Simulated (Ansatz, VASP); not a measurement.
## Hg in VASP and in Ansatz

File INCAR:

```
PREC     = Accurate       # precision mode
ENCUT    = 520            # plane-wave cutoff, eV
EDIFF    = 1E-6           # SCF threshold, eV
ISMEAR   = -1             # smearing method
SIGMA    = 0.05           # smearing width, eV
LREAL    = F              # projectors in reciprocal space
LASPH    = T              # aspherical terms in the spheres
NELM     = 60             # most SCF steps
ALGO     = Normal         # electronic algorithm
ISIF     = 2              # what is computed and relaxed
LWAVE    = F              # write WAVECAR
LCHARG   = F              # write CHGCAR
GGA      = PE             # functional
NBANDS   = 12             # bands
```

File KPOINTS:

```
Automatic mesh
0
Gamma
  12 12 12
```

Contents of POSCAR:

```
Hg
1.0
    3.0623543439      0.0000000000      0.0000000000
    0.0000000000      3.0623543439      0.0000000000
    0.0000000000      0.0000000000      3.0623543439
Hg
1
Direct
    0.0000000000      0.0000000000      0.0000000000
```

Input for Ansatz:

```yaml
crystal:
  lattice:
    - [3.0623543439, 0.0, 0.0]
    - [0.0, 3.0623543439, 0.0]
    - [0.0, 0.0, 3.0623543439]
  atoms:
    - { symbol: Hg, position: [0.0, 0.0, 0.0] }
kpoints:
  mp_grid: { grid: [12, 12, 12] }
scf:
  occupations: { method: fermi_dirac, width: 0.05 }
hamiltonian:
  xc: pbe
  pseudopotentials: { kind: all_electron, lapw: { basis_error: 0.00025 } }
output:
  forces: true
  stress: true
  eigenvalues: true
```

Change from the starting cell: volume scaled by 0.97.

Alike in both runs: task single point; functional PBE; k mesh 12 × 12 × 12; occupations fermi-dirac, width 0.05 eV; no spin polarisation.

|  | VASP | Ansatz |
| --- | --- | --- |
| version | VASP 6.6.1 | Ansatz 0.2.0 |
| potentials or method | VASP PAW PBE potentials, release 64 (Hg), cutoff 520 eV | all-electron LAPW, scalar-relativistic |

```csv
,VASP,Ansatz,Ansatz less VASP
pressure (GPa),0.7,0.5,-0.21
```

Ansatz ran all-electron here, and VASP with PAW potentials.

Spin-orbit coupling is off throughout.
